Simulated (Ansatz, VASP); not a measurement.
# One calculation of EuS, two programs

INCAR

```
SYSTEM = EuS
PREC = Accurate
ENCUT = 600
EDIFF = 1E-7
ISMEAR = 0
SIGMA = 0.02
LREAL = .False.
LASPH = .True.
NELM = 200
ALGO = Normal
ISIF = 3
LWAVE = .False.
LCHARG = .False.
ISPIN = 2
MAGMOM = 7.55 0
LORBIT = 11
LMAXMIX = 6
LDAU = .True.
LDAUTYPE = 2
LDAUL = 3 -1
LDAUU = 6 0
LDAUJ = 0 0
LDAUPRINT = 1
GGA = PE
IBRION = 2
NSW = 100
EDIFFG = -0.005
GGA_COMPAT = .False.
NELMIN = 4
```

The input KPOINTS:

```
regular mesh
0
Gamma
  8 8 8
  0 0 0
```

Contents of POSCAR:

```
EuS
1.0
    0.0000000000      2.9785018670      2.9785018670
    2.9785018670      0.0000000000      2.9785018670
    2.9785018670      2.9785018670      0.0000000000
Eu S
1 1
Direct
    0.5000000000      0.5000000000      0.5000000000
    0.0000000000      0.0000000000      0.0000000000
```

Input for Ansatz:

```yaml
crystal:
  lattice:
    - [0.0, 2.978501867, 2.978501867]
    - [2.978501867, 0.0, 2.978501867]
    - [2.978501867, 2.978501867, 0.0]
  atoms:
    - { symbol: Eu, position: [0.5, 0.5, 0.5], spin: 7.55 }
    - { symbol: S, position: [0.0, 0.0, 0.0] }
basis:
  ecutwfc: 420
kpoints:
  mp_grid: { grid: [8, 8, 8] }
hamiltonian:
  xc: pbe
  hubbard: { sites: [{ species: Eu, l: f, u_eff: 6.0 }] }
scf:
  occupations: { method: gaussian, width: 0.02 }
  lower_state_search: "off"
output:
  forces: true
  stress: true
  eigenvalues: true
  populations: true
magnetization:
  spin_polarized: true
relax:
  adjacent_minimum: "off"
  f_tol: 0.005
  max_steps: 80
  cell: { stress_tol: 0.05 }
checkpoint:
  read: start.run
  write: ck
  compress: false
  write_wavefunctions: false
  write_every: 100000
```

Alike in both runs: task relaxation of cell and atoms; functional PBE; k mesh 8 × 8 × 8; occupations gaussian, width 0.02 eV; collinear spin; Hubbard terms Eu f U = 6.0 eV.

|  | VASP | Ansatz |
| --- | --- | --- |
| version | VASP 6.6.1 | Ansatz 0.2.0 |
| potentials or method | VASP PAW PBE potentials, release 64 (Eu, S), cutoff 600 eV | scalar-relativistic, plane waves, PAW |
| valence electrons in the cell | 23 | 23 |

VASP gave:

* gap on the k mesh at the Fermi level, each at its own relaxed structure (eV): 0.53
* net moment per atom (μB): 3.50
* size of the moment on the site where the two differ most (μB): 6.72
* relaxed volume (Å³/atom): 26.96
* relaxed cell length with the largest relative difference (Å): 4.241

**Question.** Which values does Ansatz return?

**Answer.** gap on the k mesh at the Fermi level, each at its own relaxed structure (eV): 0.78; net moment per atom (μB): 3.50; size of the moment on the site where the two differ most (μB): 6.87; relaxed volume (Å³/atom): 26.82; relaxed cell length with the largest relative difference (Å): 4.233.

Site moments also hang on the region over which each program counts them. The programs project onto different local orbitals, so the same U acts differently, and such runs can settle in different states.

Neither program's run includes spin-orbit coupling.
